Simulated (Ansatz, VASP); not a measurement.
TiSi in VASP and in Ansatz

```
Ti Si
1.0
     6.45181    0.00000    0.00000
     0.00000    3.62244    0.00000
     0.00000    0.00000    4.96380
Ti Si
4 4
Direct
  0.67611 0.25000 0.37059
  0.32389 0.75000 0.62941
  0.82389 0.75000 0.87059
  0.17611 0.25000 0.12941
  0.54412 0.25000 0.85363
  0.45588 0.75000 0.14637
  0.95588 0.75000 0.35363
  0.04412 0.25000 0.64637
```

Alike in both runs: functional PBEsol; k mesh 6 × 10 × 8; occupations gaussian, width 0.1 eV; no spin polarisation.

Ansatz relaxed the structure, and its values are those at the end. VASP's run is a single point on that final structure, the one shown.

```csv
,VASP,Ansatz
version,VASP 6.6.1,Ansatz 0.2.0
potentials or method,"VASP PAW PBE potentials, release 64 (Ti_sv, Si), cutoff 520 eV","scalar-relativistic, plane waves, PAW"
valence electrons in the cell,64,64
```

|  | VASP | Ansatz | Ansatz less VASP |
| --- | --- | --- | --- |
| gap on the k mesh at the Fermi level (eV) | none | none | - |
| pressure (GPa) | 0.1 | 0.0 | -0.15 |

VASP's potentials were made for PBE, not for PBEsol. A gap of «none» marks a metal or a gap that the smearing closes.
